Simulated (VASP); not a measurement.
# BaTiO3 (Amm2) in VASP: a series of runs, part 3 of 3

VASP 6.6.1. Earlier steps stand in the parts before.

### 5 Single point, r2SCAN

This run uses another cell than the first one, of 12.87 Å³/atom.

POSCAR reads:

```
BaTiO3
1.0
    3.9855000000      0.0000000000      0.0000000000
    0.0000000000      2.8369000000      2.8451500000
    0.0000000000     -2.8369000000      2.8451500000
Ba Ti O
1 1 3
Direct
    0.0000000000      0.0000000000      0.0000000000
    0.5000000000      0.5124000000      0.5124000000
    0.0000000000      0.4874000000      0.4874000000
    0.5000000000      0.5052400000      0.9918400000
    0.5000000000      0.9918400000      0.5052400000
```

INCAR.step1 reads:

```
SYSTEM = BaTiO3
PREC = Accurate
ENCUT = 520
ISMEAR = -1
SIGMA = 0.1
LREAL = .False.
LASPH = .True.
NELM = 60
NBANDS = 28
GGA = PE
ALGO = Normal
EDIFF = 1E-4
LWAVE = .True.
LCHARG = .False.
```

INCAR.step2 reads:

```
SYSTEM = BaTiO3
PREC = Accurate
ENCUT = 520
EDIFF = 1E-6
ISMEAR = -1
SIGMA = 0.1
LREAL = .False.
LASPH = .True.
NELM = 60
ALGO = Normal
ISIF = 2
LWAVE = .False.
LCHARG = .False.
METAGGA = R2SCAN
LMIXTAU = .True.
NBANDS = 28
ISTART = 1
```

KPOINTS reads:

```
regular mesh
0
Gamma
  6 6 6
  0 0 0
```

Potentials or basis: VASP PAW PBE potentials, release 64 (Ba_sv, Ti_sv, O).

The run is started by

```console
$ cat potpaw_PBE.64/Ba_sv/POTCAR potpaw_PBE.64/Ti_sv/POTCAR potpaw_PBE.64/O/POTCAR > POTCAR
$ cp INCAR.step1 INCAR
$ mpirun -np 1 vasp_std > vasp.out
$ cp INCAR.step2 INCAR
$ mpirun -np 1 vasp_std > vasp.out
```

OUTCAR:

```text
SYSTEM = BaTiO3
   PREC = Accurate
   ENCUT = 520
   EDIFF = 1E-6
   ISMEAR = -1
   LREAL = .False.
   LASPH = .True.
   NELM = 60
   ISIF = 2
   METAGGA = R2SCAN
   ISTART = 1

 ion  position               nearest neighbor table
   1  0.000  0.000  0.000-   3 2.77   4 2.81   5 2.81   4 2.81   5 2.81   3 2.84   3 2.84   4 2.84
                             5 2.84   5 2.84   4 2.84   3 2.92   2 3.42   2 3.42   2 3.47   2 3.47
   2  0.500  0.512  0.512-   4 1.93   5 1.93   3 2.00   3 2.00   5 2.09   4 2.09   1 3.42   1 3.42
                             1 3.47   1 3.47   1 3.47   1 3.47   1 3.53   1 3.53
   3  0.000  0.487  0.487-   2 2.00   2 2.00   1 2.77   1 2.84   1 2.84   1 2.92
   4  0.500  0.505  0.992-   2 1.93   2 2.09   1 2.81   1 2.81   1 2.84   1 2.84
   5  0.500  0.992  0.505-   2 1.93   2 2.09   1 2.81   1 2.81   1 2.84   1 2.84

  LATTYP: Found a base centered orthorhombic cell.
 ALAT       =     5.6738000000
 B/A-ratio  =     1.0029081039
 C/A-ratio  =     0.7024392823

  Lattice vectors:

 A1 = (   0.0000000000,   2.8369000000,  -2.8451500000)
 A2 = (   0.0000000000,   2.8369000000,   2.8451500000)
 A3 = (   3.9855000000,   0.0000000000,   0.0000000000)

Analysis of symmetry for initial positions (statically):
=====================================================================
 Subroutine PRICEL returns:
 Original cell was already a primitive cell.

 Routine SETGRP: Setting up the symmetry group for a
 base centered orthorhombic supercell.

 Subroutine GETGRP returns: Found  4 space group operations
 (whereof  4 operations were pure point group operations)
 out of a pool of  8 trial point group operations.

The static configuration has the point symmetry C_2v.

Analysis of symmetry for dynamics (positions and initial velocities):
=====================================================================
 Subroutine PRICEL returns:
 Original cell was already a primitive cell.

 Routine SETGRP: Setting up the symmetry group for a
 base centered orthorhombic supercell.

 Subroutine GETGRP returns: Found  4 space group operations
 (whereof  4 operations were pure point group operations)
 out of a pool of  8 trial point group operations.

The dynamic configuration has the point symmetry C_2v.

 Subroutine INISYM returns: Found  4 space group operations
 (whereof  4 operations are pure point group operations),
 and found     1 'primitive' translations

----------------------------------------------------------------------------------------

                                     Primitive cell

  volume of cell :      64.3372

  direct lattice vectors                    reciprocal lattice vectors
     3.985500000  0.000000000  0.000000000     0.250909547  0.000000000  0.000000000
     0.000000000  2.836900000  2.845150000     0.000000000  0.176248722  0.175737659
     0.000000000 -2.836900000  2.845150000     0.000000000 -0.176248722  0.175737659

  length of vectors
     3.985500000  4.017820321  4.017820321     0.250909547  0.248892219  0.248892219

  position of ions in fractional coordinates (direct lattice)
     0.000000000  0.000000000  0.000000000
[... 35 lines left out ...]
 ===========================================

 Found     52 irreducible k-points:

 Following reciprocal coordinates:
            Coordinates               Weight
  0.000000  0.000000  0.000000      1.000000
  0.166667  0.000000  0.000000      2.000000
  0.333333  0.000000  0.000000      2.000000
  0.500000  0.000000  0.000000      1.000000
  0.000000  0.166667  0.000000      4.000000
  0.166667  0.166667  0.000000      8.000000
[... 16 lines left out ...]
  0.333333  0.333333  0.166667      8.000000
  0.500000  0.333333  0.166667      4.000000
 [... further k-points ...]
   k-points           NKPTS =     52   k-points in BZ     NKDIM =     52   number of bands    NBANDS=     28
   number of dos      NEDOS =    301   number of ions     NIONS =      5
   total plane-waves  NPLWV =  27000
   dimension x,y,z NGX =    30 NGY =   30 NGZ =   30
   dimension x,y,z NGXF=    60 NGYF=   60 NGZF=   60
   ions per type =               1   1   3
   NGX,Y,Z   is equivalent  to a cutoff of  12.51, 12.41, 12.41 a.u.
   NGXF,Y,Z  is equivalent  to a cutoff of  25.03, 24.83, 24.83 a.u.
 SYSTEM =  BaTiO3
   PREC   = accura    normal or accurate (medium, high low for compatibility)
   ISTART =      1    job   : 0-new  1-cont  2-samecut
   ICHARG =      0    charge: 1-file 2-atom 10-const
   ISPIN  =      1    spin polarized calculation?
   LNONCOLLINEAR =      F non collinear calculations
   LSORBIT =      F    spin-orbit coupling
   LASPH  =      T    aspherical Exc in radial PAW
   ENCUT  =  520.0 eV  38.22 Ry    6.18 a.u.   7.41  7.47  7.47*2*pi/ulx,y,z
   NELM   =     60;   NELMIN=  2; NELMDL=  0     # of ELM steps
   EDIFF  = 0.1E-05   stopping-criterion for ELM
   LREAL  =      F    real-space projection
   EDIFFG = 0.1E-04   stopping-criterion for IOM
   NSW    =      0    number of steps for IOM
   IBRION =     -1    ionic relax: 0-MD 1-quasi-New 2-CG
   NFREE  =      0    steps in history (QN), initial steepest desc. (CG)
   ISIF   =      2    stress and relaxation
   ISYM   =      2    0-nonsym 1-usesym 2-fastsym
   POTIM  = 0.5000    time-step for ionic-motion
   TEBEG  =    0.0;   TEEND  =   0.0 temperature during run
   PSTRESS=    0.0 pullay stress
   NELECT =      40.0000    total number of electrons
   NUPDOWN=      -1.0000    fix difference up-down
   EMIN   =  10.00;   EMAX   =-10.00  energy-range for DOS
   EFERMI =   0.00;   METHOD = LEGACY
   ISMEAR =    -1;   SIGMA  =   0.10  broadening in eV -4-tet -1-fermi 0-gaus
   EFERMI_NEDOS =   21; number of points for ismear=-14 and -15
   IALGO  =     38    algorithm
   IMIX   =      4    mixing-type and parameters
     AMIX     =   0.40;   BMIX     =  1.00
     AMIX_MAG =   1.60;   BMIX_MAG =  1.00
  volume/ion in A,a.u.               =      12.87        86.83
  Fermi-wavevector in a.u.,A,eV,Ry     =   1.397250  2.640420 26.562762  1.952308
  Thomas-Fermi vector in A             =   2.520525
   LORBIT       =      0    0 simple, 1 ext, 2 COOP (PROOUT), +10 PAW based schemes
   METAGGA = R2SCAN    functional components
   LHFCALC =     F    Hartree Fock is set to
   AEXX    =    0.0000 exact exchange contribution
   IVDW    =     0    specifies the selected vdW correction
   LEPSILON=     F    determine dielectric tensor
   LRPA    =     F    only Hartree local field effects (RPA)
 non-spin polarized calculation
  energy-cutoff  :      520.00
  volume of cell :       64.34
 maximum number of plane-waves:      1754
 NGX is ok and might be reduce to    30
   NGX = 15   NGY = 15   NGZ = 15

 number of electron      39.9999995 magnetization

 Free energy of the ion-electron system (eV)
  ---------------------------------------------------
  ext. energy  EPLUGINS =         0.00000000
  ---------------------------------------------------
  free energy    TOTEN  =       -74.23432077 eV

  energy without entropy =      -74.23431745  energy(sigma->0) =      -74.23431911

 E-fermi :   4.6786     XC(G=0): -11.8953

 val. band max:        3.5045127838   @ k =   0.5000   0.5000   0.5000
 cond. band min:       5.7444058674   @ k =   0.0000   0.0000   0.0000
 fundamental gap:      2.2398930836
 Fermi energy:         4.6786065602

 k-point     1 :       0.0000    0.0000    0.0000
  band No.  band energies     occupation
      1     -55.3066      2.00000
      2     -30.4797      2.00000
      3     -30.4784      2.00000
      4     -30.4630      2.00000
      5     -21.9845      2.00000
      6     -14.3475      2.00000
[... 733 lines left out ...]
     27      12.3117      0.00000
     28      12.7592      0.00000

 [... further k-points ...]

------------------------ aborting loop because EDIFF is reached ----------------------------------------

  FORCE on cell =-STRESS in cart. coord.  units (eV):
  Direction    XX          YY          ZZ          XY          YZ          ZX
  --------------------------------------------------------------------------------------
  -------------------------------------------------------------------------------------
  Total        0.4795137      0.5282362      0.2620176      0.0000000      0.0000000      0.0000000
  in kB       11.9412451     13.1545734      6.5249784      0.0000000      0.0000000      0.0000000
  external PRESSURE =      10.5402656 kB  Pullay stress =       0.0000000 kB

 VOLUME and BASIS-vectors are now :
 -----------------------------------------------------------------------------
  energy-cutoff  :      520.00
  volume of cell :       64.34
      direct lattice vectors                 reciprocal lattice vectors
     3.985500000  0.000000000  0.000000000     0.250909547  0.000000000  0.000000000
     0.000000000  2.836900000  2.845150000     0.000000000  0.176248722  0.175737659
     0.000000000 -2.836900000  2.845150000     0.000000000 -0.176248722  0.175737659

 POSITION                                       TOTAL-FORCE (eV/Angst)
 -----------------------------------------------------------------------------------
      0.00000      0.00000      0.00000         0.000000      0.000000      0.162046
      1.99275      0.00000      2.91571         0.000000      0.000000      0.115805
      0.00000      0.00000      2.77345         0.000000      0.000000      0.267640
      1.99275     -1.38044      4.25942         0.000000     -0.014206     -0.272745
      1.99275      1.38044      4.25942         0.000000      0.014206     -0.272745
 -----------------------------------------------------------------------------------
    total drift:                                0.000000      0.000001     -0.000624

  FREE ENERGIE OF THE ION-ELECTRON SYSTEM (eV)
  ---------------------------------------------------
  free  energy   TOTEN  =       -74.2343207727 eV

  energy  without entropy=      -74.2343174458  energy(sigma->0) =      -74.23431911
```

Run time: 2.3 min. Hardware: 1 thread of AMD EPYC 9R45 (Zen 5), shared host; peak memory 0.21 GiB.

Results:

| Item | Value |
| --- | --- |
| Free energy | -74.2343 eV |
| Pressure | 1.1 GPa |
| Largest force | 0.273 eV/Å |
| Band gap on the k mesh | 2.24 eV (least direct gap 2.46 eV) |

Forces in eV/Å, atoms in the order of the input:
```
Ba   0.000  0.000  0.162
Ti   0.000  0.000  0.116
O    0.000  0.000  0.268
O    0.000 -0.014 -0.273
O    0.000  0.014 -0.273
```

Caveat: the PAW data sets were made with another functional, which shifts forces and pressure a little; spin-orbit coupling is left out, which moves the levels of the heavy elements.

### 6 Single point, r2SCAN

This run uses another cell than the first one, of 13.21 Å³/atom.

POSCAR, as its differences from that of step 5:

```diff
@@ -2,5 +2,5 @@
 1.0
-    3.9855000000      0.0000000000      0.0000000000
-    0.0000000000      2.8369000000      2.8451500000
-    0.0000000000     -2.8369000000      2.8451500000
+    4.0206163469      0.0000000000      0.0000000000
+    0.0000000000      2.8618960016      2.8702186926
+    0.0000000000     -2.8618960016      2.8702186926
 Ba Ti O
```

INCAR.step1 reads:

```
SYSTEM = BaTiO3
ALGO = Normal
EDIFF = 1E-4
ENCUT = 520
GGA = PE
ISMEAR = -1
LASPH = .True.
LCHARG = .False.
LREAL = .False.
LWAVE = .True.
NBANDS = 28
NELM = 80
PREC = Accurate
SIGMA = 0.1
```

INCAR.step2 reads:

```
SYSTEM = BaTiO3
ALGO = Normal
EDIFF = 1E-6
ENCUT = 520
ISIF = 2
ISMEAR = -1
ISTART = 1
LASPH = .True.
LCHARG = .False.
LMIXTAU = .True.
LREAL = .False.
LWAVE = .False.
METAGGA = R2SCAN
NBANDS = 28
NELM = 80
PREC = Accurate
SIGMA = 0.1
```

KPOINTS reads:

```
k-points
0
Gamma
  6 6 6
  0 0 0
```

Potentials or basis: VASP PAW PBE potentials, release 64 (Ba_sv, Ti_sv, O).

The run is started by

```console
$ cat potpaw_PBE.64/Ba_sv/POTCAR potpaw_PBE.64/Ti_sv/POTCAR potpaw_PBE.64/O/POTCAR > POTCAR
$ cp INCAR.step1 INCAR
$ mpirun -np 1 vasp_std > vasp.out
$ cp INCAR.step2 INCAR
$ mpirun -np 1 vasp_std > vasp.out
```

Run time: 2.2 min. Hardware: 1 thread of AMD EPYC 9R45 (Zen 5), shared host; peak memory 0.21 GiB.

Results (log left out):

| Quantity | Value |
| --- | --- |
| Free energy | -74.2230 eV |
| Pressure | -3.5 GPa |
| Largest force | 0.353 eV/Å |
| Band gap on the k mesh | 2.18 eV (least direct gap 2.42 eV) |

Forces in eV/Å, atoms in the order of the input:
```
Ba   0.000  0.000  0.157
Ti   0.000  0.000  0.256
O    0.000  0.000  0.276
O    0.000  0.080 -0.344
O    0.000 -0.080 -0.344
```

Stress tensor (GPa, compression positive):
```
-3.34  0.00  0.00
 0.00 -3.23  0.00
 0.00  0.00 -3.85
```

Levels at points of the mesh, in eV from the valence-band top:
```
           k point  band 18  band 19  band 20  band 21  band 22  band 23
(0.00, 0.00, 0.00)    -0.37    -0.29    -0.24     2.18     2.23     2.37
(0.50, 0.00, 0.00)    -1.69    -0.86    -0.81     2.35     3.73     3.81
(0.00, 0.50, 0.00)    -1.64    -0.84    -0.78     2.40     3.76     3.79
(0.50, 0.50, 0.00)    -0.92    -0.91    -0.08     3.77     3.79     4.19
(0.00, 0.50, 0.50)    -0.94    -0.90    -0.13     3.76     3.82     4.18
(0.50, 0.50, 0.50)    -0.05    -0.01     0.00     4.37     4.41     4.42
```

Caveat: the cell stands under tension; the PAW data sets were made with another functional, which shifts forces and pressure a little; spin-orbit coupling is left out, which moves the levels of the heavy elements. A k mesh can miss the band edges.

### 7 Summary

| cell | gap on the mesh (eV) | pressure (GPa) | largest force (eV/Å) |
| --- | --- | --- | --- |
| a = 3.876, b = 3.908, c = 3.908 Å, angles 89.8, 90.0, 90.0°, 5 atoms | 2.44 | 19.3 | 0.38 |
| a = 3.913, b = 3.945, c = 3.945 Å, angles 89.8, 90.0, 90.0°, 5 atoms | 2.37 | 12.3 | 0.26 |
| a = 3.950, b = 3.982, c = 3.982 Å, angles 89.8, 90.0, 90.0°, 5 atoms | 2.31 | 6.3 | 0.26 |
| a = 3.986, b = 4.018, c = 4.018 Å, angles 89.8, 90.0, 90.0°, 5 atoms | 2.24 | 1.1 | 0.27 |
| a = 4.021, b = 4.053, c = 4.053 Å, angles 89.8, 90.0, 90.0°, 5 atoms | 2.18 | -3.5 | 0.35 |

Alike in all rows: task single point; level r2SCAN; potentials or basis VASP PAW PBE potentials, release 64 (Ba_sv, Ti_sv, O); no spin polarisation; k mesh 6 × 6 × 6; cutoff (eV) 520; smearing fermi-dirac 0.1 eV.

Caveats: the PAW data sets were made with another functional, which shifts forces and pressure a little; spin-orbit coupling is left out, which moves the levels of the heavy elements; the cell stands under pressure (at least some runs); the cell stands under tension (at least some runs).

Total energies depend on the potentials used, so only differences within one code and one set of settings carry meaning.
